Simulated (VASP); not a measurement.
# KF (Fm-3m) in VASP: settings compared

The runs below take KF through single point, with PBE, r2SCAN.

Program: VASP 6.6.1. These are calculated values, not measurements. Logs are shortened: lines on timing, memory, paths and dates and some standing lists are left out, and cuts for length are marked.

### 1 The cell of the first run

It takes space group Fm-3m (No. 225, cubic). The conventional cell has a = 5.318 Å, b = 5.318 Å, c = 5.318 Å, α = 90.00°, β = 90.00°, γ = 90.00°. K (site symmetry m-3m) has 6 F at 2.66 Å within 3.5 Å. F (site symmetry m-3m) has 6 K at 2.66 Å within 3.5 Å.

### 2 Single point, PBE

INCAR

```
SYSTEM = KF
PREC = Accurate
ENCUT = 520
EDIFF = 1E-7
ISMEAR = 0
SIGMA = 0.01
LREAL = .False.
LASPH = .True.
NELM = 100
ALGO = Normal
ISIF = 2
LWAVE = .False.
LCHARG = .False.
GGA = PE
NBANDS = 15
```

KPOINTS

```
Automatic mesh
0
Gamma
  6 6 6
  0 0 0
```

POSCAR

```
KF
1.0
    0.0000000000      2.6589605757      2.6589605757
    2.6589605757      0.0000000000      2.6589605757
    2.6589605757      2.6589605757      0.0000000000
K F
1 1
Direct
    0.0000000000      0.0000000000      0.0000000000
    0.5000000000      0.5000000000      0.5000000000
```

Potentials or basis: VASP PAW PBE potentials, release 64 (K_sv, F).

Run with:

```console
$ cat potpaw_PBE.64/K_sv/POTCAR potpaw_PBE.64/F/POTCAR > POTCAR
$ mpirun -np 1 vasp_std > vasp.out
```

OUTCAR:

```text
SYSTEM = KF
   PREC = Accurate
   ENCUT = 520
   EDIFF = 1E-7
   ISMEAR = 0
   LREAL = .False.
   LASPH = .True.
   NELM = 100
   ISIF = 2
   GGA = PE

 ion  position               nearest neighbor table
   1  0.000  0.000  0.000-   2 2.66   2 2.66   2 2.66   2 2.66   2 2.66   2 2.66
   2  0.500  0.500  0.500-   1 2.66   1 2.66   1 2.66   1 2.66   1 2.66   1 2.66

  LATTYP: Found a face centered cubic cell.
 ALAT       =     5.3179211514

  Lattice vectors:

 A1 = (   0.0000000000,   2.6589605757,   2.6589605757)
 A2 = (   2.6589605757,   0.0000000000,   2.6589605757)
 A3 = (   2.6589605757,   2.6589605757,   0.0000000000)

Analysis of symmetry for initial positions (statically):
=====================================================================
 Subroutine PRICEL returns:
 Original cell was already a primitive cell.

 Routine SETGRP: Setting up the symmetry group for a
 face centered cubic supercell.

 Subroutine GETGRP returns: Found 48 space group operations
 (whereof 48 operations were pure point group operations)
 out of a pool of 48 trial point group operations.

The static configuration has the point symmetry O_h .

Analysis of symmetry for dynamics (positions and initial velocities):
=====================================================================
 Subroutine PRICEL returns:
 Original cell was already a primitive cell.

 Routine SETGRP: Setting up the symmetry group for a
 face centered cubic supercell.

 Subroutine GETGRP returns: Found 48 space group operations
 (whereof 48 operations were pure point group operations)
 out of a pool of 48 trial point group operations.

The dynamic configuration has the point symmetry O_h .

 Subroutine INISYM returns: Found 48 space group operations
 (whereof 48 operations are pure point group operations),
 and found     1 'primitive' translations

----------------------------------------------------------------------------------------

                                     Primitive cell

  volume of cell :      37.5981

  direct lattice vectors                    reciprocal lattice vectors
     0.000000000  2.658960576  2.658960576    -0.188043405  0.188043405  0.188043405
     2.658960576  0.000000000  2.658960576     0.188043405 -0.188043405  0.188043405
     2.658960576  2.658960576  0.000000000     0.188043405  0.188043405 -0.188043405

  length of vectors
     3.760338108  3.760338108  3.760338108     0.325700731  0.325700731  0.325700731

  position of ions in fractional coordinates (direct lattice)
     0.000000000  0.000000000  0.000000000
     0.500000000  0.500000000  0.500000000

  ion indices of the primitive-cell ions
   primitive index   ion index
                 1           1
                 2           2

[... 76 lines left out ...]
   EFERMI =   0.00;   METHOD = LEGACY
   ISMEAR =     0;   SIGMA  =   0.01  broadening in eV -4-tet -1-fermi 0-gaus
   EFERMI_NEDOS =   21; number of points for ismear=-14 and -15
   IALGO  =     38    algorithm
   IMIX   =      4    mixing-type and parameters
     AMIX     =   0.40;   BMIX     =  1.00
     AMIX_MAG =   1.60;   BMIX_MAG =  1.00
  volume/ion in A,a.u.               =      18.80       126.86
  Fermi-wavevector in a.u.,A,eV,Ry     =   1.231382  2.326975 20.630548  1.516303
  Thomas-Fermi vector in A             =   2.366194
   LORBIT       =      0    0 simple, 1 ext, 2 COOP (PROOUT), +10 PAW based schemes
   GGA     = PE    functional components
   LHFCALC =     F    Hartree Fock is set to
   AEXX    =    0.0000 exact exchange contribution
   IVDW    =     0    specifies the selected vdW correction
   LEPSILON=     F    determine dielectric tensor
   LRPA    =     F    only Hartree local field effects (RPA)
 non-spin polarized calculation
 Gauss-broadening in eV      SIGMA  =   0.01
  energy-cutoff  :      520.00
  volume of cell :       37.60
 maximum number of plane-waves:      1020
   NGX = 13   NGY = 13   NGZ = 13

 number of electron      16.0000010 magnetization

 Free energy of the ion-electron system (eV)
  ---------------------------------------------------
  ext. energy  EPLUGINS =         0.00000000
  ---------------------------------------------------
  free energy    TOTEN  =        -8.28358860 eV

  energy without entropy =       -8.28358860  energy(sigma->0) =       -8.28358860

 E-fermi :  -2.6423     XC(G=0):  -8.4698

 val. band max:       -2.7652612841   @ k =   0.0000   0.0000   0.0000
 cond. band min:       3.4771666297   @ k =   0.0000   0.0000   0.0000
 fundamental gap:      6.2424279138
 Fermi energy:        -2.6423228957

 k-point     1 :       0.0000    0.0000    0.0000
  band No.  band energies     occupation
      1     -28.8629      2.00000
      2     -21.4291      2.00000
      3     -12.1024      2.00000
      4     -12.1024      2.00000
      5     -12.1024      2.00000
      6      -2.7653      2.00000
      7      -2.7653      2.00000
      8      -2.7653      2.00000
      9       3.4772      0.00000
     10       7.9543      0.00000
     11       7.9543      0.00000
     12       7.9543      0.00000
     13       9.6455      0.00000
     14       9.6455      0.00000
[... 257 lines left out ...]
      2     -21.4693      2.00000
      3     -12.5965      2.00000
      4     -12.4153      2.00000
      5     -12.2250      2.00000
      6      -3.0916      2.00000
      7      -2.9545      2.00000
      8      -2.8815      2.00000
      9       6.2075      0.00000
     10       7.9309      0.00000
     11       8.2597      0.00000
     12      10.8533      0.00000
     13      11.5602      0.00000
     14      12.4484      0.00000
     15      12.6884      0.00000

------------------------ aborting loop because EDIFF is reached ----------------------------------------

  FORCE on cell =-STRESS in cart. coord.  units (eV):
  Direction    XX          YY          ZZ          XY          YZ          ZX
  --------------------------------------------------------------------------------------
  -------------------------------------------------------------------------------------
  Total        0.4611920      0.4611920      0.4611920      0.0000000      0.0000000     -0.0000000
  in kB       19.6528991     19.6528991     19.6528991      0.0000000      0.0000000     -0.0000000
  external PRESSURE =      19.6528991 kB  Pullay stress =       0.0000000 kB

 VOLUME and BASIS-vectors are now :
 -----------------------------------------------------------------------------
  energy-cutoff  :      520.00
  volume of cell :       37.60
      direct lattice vectors                 reciprocal lattice vectors
     0.000000000  2.658960576  2.658960576    -0.188043405  0.188043405  0.188043405
     2.658960576  0.000000000  2.658960576     0.188043405 -0.188043405  0.188043405
     2.658960576  2.658960576  0.000000000     0.188043405  0.188043405 -0.188043405

 POSITION                                       TOTAL-FORCE (eV/Angst)
 -----------------------------------------------------------------------------------
      0.00000      0.00000      0.00000         0.000000      0.000000      0.000000
      2.65896      2.65896      2.65896        -0.000000     -0.000000     -0.000000
 -----------------------------------------------------------------------------------
    total drift:                                0.000000      0.000000      0.000000

  FREE ENERGIE OF THE ION-ELECTRON SYSTEM (eV)
  ---------------------------------------------------
  free  energy   TOTEN  =        -8.2835885970 eV

  energy  without entropy=       -8.2835885970  energy(sigma->0) =       -8.28358860
```

stdout:

```text
POSCAR found type information on POSCAR K F
 POSCAR found :  2 types and       2 ions
 scaLAPACK will be used
 LDA part: xc-table for (Slater+PW92), standard interpolation
 POSCAR, INCAR and KPOINTS ok, starting setup
 FFT: planning ... GRIDC
 FFT: planning ... GRID_SOFT
 FFT: planning ... GRID
 WAVECAR not read
 entering main loop
```

Wall time 10 s (1 thread of Intel Xeon Platinum 8259CL at 2.50GHz (Skylake/Cascade Lake), shared host); peak memory 0.15 GiB.

Results:

| Property | Result |
| --- | --- |
| Free energy | -8.2836 eV |
| Pressure | 2.0 GPa |
| Band gap on the k mesh | 6.24 eV, direct |

### 3 Single point, PBE

INCAR

```
ALGO = Normal ; EDIFF = 1E-7
ENCUT = 520 ; GGA = PE
ISIF = 2 ; ISMEAR = 0
LASPH = True ; LCHARG = False
LREAL = False ; LWAVE = False
NBANDS = 15 ; NELM = 80
PREC = Accurate ; SIGMA = 0.01
```

KPOINTS

```
k-points
0
Gamma
  6 6 6
```

POSCAR is that of step 2.

Potentials or basis: VASP PAW PBE potentials, release 64 (K_sv, F).

Run with:

```console
$ cat potpaw_PBE.64/K_sv/POTCAR potpaw_PBE.64/F/POTCAR > POTCAR
$ mpirun -np 1 vasp_std > vasp.out
```

Run time: 13 s. Hardware: 1 thread of Intel Xeon Platinum 8259CL at 2.50GHz (Skylake/Cascade Lake), shared host; peak memory 0.15 GiB.

Results (log left out):

| Quantity | Value |
| --- | --- |
| Free energy | -8.2836 eV |
| Pressure | 2.0 GPa |
| Band gap on the k mesh | 6.24 eV, direct |

Levels at points of the mesh, in eV from the valence-band top:
| k point | band 6 | band 7 | band 8 | band 9 | band 10 | band 11 |
| --- | --- | --- | --- | --- | --- | --- |
| (0.00, 0.00, 0.00) | 0.00 | 0.00 | 0.00 | 6.24 | 10.72 | 10.72 |
| (0.50, 0.00, 0.00) | -0.81 | -0.36 | -0.36 | 9.13 | 10.72 | 12.14 |
| (0.50, 0.50, 0.00) | -0.21 | -0.05 | -0.05 | 8.21 | 10.38 | 11.93 |

### 4 Single point, r2SCAN

POSCAR is that of step 3.

INCAR.step1

```
ALGO = Normal
EDIFF = 1E-4
ENCUT = 520
GGA = PE
ISMEAR = 0
LASPH = True
LCHARG = False
LREAL = False
LWAVE = True
NBANDS = 15
NELM = 100
PREC = Accurate
SIGMA = 0.01
```

INCAR.step2

```
ALGO = Normal
EDIFF = 1E-6
ENCUT = 520
ISIF = 2
ISMEAR = 0
ISTART = 1
LASPH = True
LCHARG = False
LMIXTAU = True
LREAL = False
LWAVE = False
METAGGA = R2SCAN
NBANDS = 15
NELM = 100
PREC = Accurate
SIGMA = 0.01
```

KPOINTS is that of step 3.

Run with:

```console
$ cat potpaw_PBE.64/K_sv/POTCAR potpaw_PBE.64/F/POTCAR > POTCAR
$ cp INCAR.step1 INCAR
$ mpirun -np 1 vasp_std > vasp.out
$ cp INCAR.step2 INCAR
$ mpirun -np 1 vasp_std > vasp.out
```

Wall time 42 s (1 thread of Intel Xeon Platinum 8259CL at 2.50GHz (Skylake/Cascade Lake), shared host); peak memory 0.16 GiB.

It converged, with:

```yaml
Free_energy: -14.9729 eV
Pressure: 0.0 GPa
Band_gap_on_the_k_mesh: 6.91 eV, direct
```

Levels at points of the mesh, in eV from the valence-band top:
```tsv
k point	band 5	band 6	band 7	band 8	band 9	band 10	band 11	band 12
(0.00, 0.00, 0.00)	-9.56	0.00	0.00	0.00	6.91	11.49	11.49	11.49
(0.50, 0.00, 0.00)	-9.59	-0.78	-0.35	-0.35	9.74	11.36	12.99	12.99
(0.50, 0.50, 0.00)	-9.78	-0.20	-0.05	-0.05	8.78	11.31	12.54	14.71
```

Caveat: the PAW data sets were made with another functional, which shifts forces and pressure a little.

### 5 Single point, PBE

INCAR

```
SYSTEM = KF
  ALGO = Normal
  EDIFF = 1E-7
  ENCUT = 520
  GGA = PE
  ISIF = 2
  ISMEAR = 0
  LASPH = .True.
  LCHARG = .False.
  LREAL = .False.
  LWAVE = .False.
  NBANDS = 15
  NELM = 60
  PREC = Accurate
  SIGMA = 0.01
```

KPOINTS

```
k-points
0
Gamma
  8 8 8
  0 0 0
```

POSCAR is that of step 4.

Potentials or basis: VASP PAW PBE potentials, release 64 (K_sv, F).

Run with:

```console
$ cat potpaw_PBE.64/K_sv/POTCAR potpaw_PBE.64/F/POTCAR > POTCAR
$ mpirun -np 1 vasp_std > vasp.out
```

OUTCAR:

```text
SYSTEM = KF
   EDIFF = 1E-7
   ENCUT = 520
   GGA = PE
   ISIF = 2
   ISMEAR = 0
   LASPH = .True.
   LREAL = .False.
   NELM = 60
   PREC = Accurate

 ion  position               nearest neighbor table
   1  0.000  0.000  0.000-   2 2.66   2 2.66   2 2.66   2 2.66   2 2.66   2 2.66
   2  0.500  0.500  0.500-   1 2.66   1 2.66   1 2.66   1 2.66   1 2.66   1 2.66

  LATTYP: Found a face centered cubic cell.
 ALAT       =     5.3179211514

  Lattice vectors:

 A1 = (   0.0000000000,   2.6589605757,   2.6589605757)
 A2 = (   2.6589605757,   0.0000000000,   2.6589605757)
[... 609 lines left out ...]
     11       8.9938      0.00000
     12      10.0306      0.00000
     13      11.3038      0.00000
     14      12.3776      0.00000
     15      12.6571      0.00000

 [... further k-points ...]
[... 5 lines left out ...]
  --------------------------------------------------------------------------------------
  -------------------------------------------------------------------------------------
  Total        0.4611753      0.4611753      0.4611753      0.0000000     -0.0000000      0.0000000
  in kB       19.6521889     19.6521889     19.6521889      0.0000000     -0.0000000      0.0000000
  external PRESSURE =      19.6521889 kB  Pullay stress =       0.0000000 kB

 VOLUME and BASIS-vectors are now :
 -----------------------------------------------------------------------------
  energy-cutoff  :      520.00
  volume of cell :       37.60
      direct lattice vectors                 reciprocal lattice vectors
     0.000000000  2.658960576  2.658960576    -0.188043405  0.188043405  0.188043405
     2.658960576  0.000000000  2.658960576     0.188043405 -0.188043405  0.188043405
     2.658960576  2.658960576  0.000000000     0.188043405  0.188043405 -0.188043405

 POSITION                                       TOTAL-FORCE (eV/Angst)
 -----------------------------------------------------------------------------------
      0.00000      0.00000      0.00000         0.000000      0.000000      0.000000
      2.65896      2.65896      2.65896        -0.000000     -0.000000     -0.000000
 -----------------------------------------------------------------------------------
    total drift:                                0.000000      0.000000      0.000000

  FREE ENERGIE OF THE ION-ELECTRON SYSTEM (eV)
  ---------------------------------------------------
  free  energy   TOTEN  =        -8.2835928559 eV

  energy  without entropy=       -8.2835928559  energy(sigma->0) =       -8.28359286
```

OSZICAR:

```text
N       E                     dE             d eps       ncg     rms          rms(c)
DAV:   1     0.106100184602E+03    0.10610E+03   -0.81305E+03   870   0.103E+03
DAV:   2    -0.521295530524E+01   -0.11131E+03   -0.10094E+03  1115   0.279E+02
DAV:   3    -0.942045844424E+01   -0.42075E+01   -0.41859E+01  1143   0.484E+01
DAV:   4    -0.954134051465E+01   -0.12088E+00   -0.12087E+00  1175   0.774E+00
DAV:   5    -0.954317703580E+01   -0.18365E-02   -0.18365E-02  1161   0.746E-01    0.635E+00
DAV:   6    -0.831344948300E+01    0.12297E+01   -0.34787E+00   898   0.149E+01    0.411E+00
DAV:   7    -0.828506530043E+01    0.28384E-01   -0.66132E-02  1073   0.223E+00    0.231E+00
DAV:   8    -0.828137236939E+01    0.36929E-02   -0.50327E-02   961   0.222E+00    0.192E-01
DAV:   9    -0.828291281835E+01   -0.15404E-02   -0.38174E-03  1087   0.513E-01    0.124E-01
DAV:  10    -0.828346925796E+01   -0.55644E-03   -0.46661E-04   919   0.188E-01    0.605E-02
DAV:  11    -0.828359407205E+01   -0.12481E-03   -0.12632E-04   905   0.948E-02    0.197E-02
DAV:  12    -0.828359279375E+01    0.12783E-05   -0.12899E-05  1095   0.361E-02    0.440E-03
DAV:  13    -0.828359285750E+01   -0.63752E-07   -0.21204E-06   954   0.132E-02    0.233E-03
DAV:  14    -0.828359285585E+01    0.16482E-08   -0.61018E-08   936   0.233E-03
   1 F= -.82835929E+01 E0= -.82835929E+01  d E =-.969292E-85
```

Wall time 18 s (1 thread of Intel Xeon Platinum 8259CL at 2.50GHz (Skylake/Cascade Lake), shared host); peak memory 0.16 GiB.

Results:

| Item | Value |
| --- | --- |
| Free energy | -8.2836 eV |
| Pressure | 2.0 GPa |
| Band gap on the k mesh | 6.24 eV, direct |

Levels at points of the mesh, in eV from the valence-band top:
```csv
k point,band 4,band 5,band 6,band 7,band 8,band 9,band 10,band 11,band 12,band 13
"(0.00, 0.00, 0.00)",-9.34,-9.34,0.00,0.00,0.00,6.24,10.72,10.72,10.72,12.41
"(0.50, 0.00, 0.00)",-9.37,-9.37,-0.81,-0.36,-0.36,9.13,10.71,12.14,12.14,14.40
"(0.50, 0.50, 0.00)",-9.56,-9.56,-0.21,-0.05,-0.05,8.21,10.38,11.93,13.69,14.32
```

### 6 Summary

| level | k mesh | gap on the mesh (eV) | pressure (GPa) |
| --- | --- | --- | --- |
| PBE | 6 × 6 × 6 | 6.24 | 2.0 |
| r2SCAN | 6 × 6 × 6 | 6.91 | 0.0 |
| PBE | 8 × 8 × 8 | 6.24 | 2.0 |

Alike in all rows: task single point; potentials or basis VASP PAW PBE potentials, release 64 (K_sv, F); no spin polarisation; cell as given; cutoff (eV) 520; smearing gaussian 0.01 eV.

On the cell as given the gap runs from 6.24 eV (PBE) to 6.91 eV (r2SCAN); the meshes differ, which moves gaps too. The pressure there spans 0.0 GPa (r2SCAN) to 2.0 GPa (PBE); a positive pressure means that this level wants a larger cell, a negative one a smaller.

Caveats: the PAW data sets were made with another functional, which shifts forces and pressure a little (some runs).

Total energies depend on the potentials used, so only differences within one code and one set of settings carry meaning.
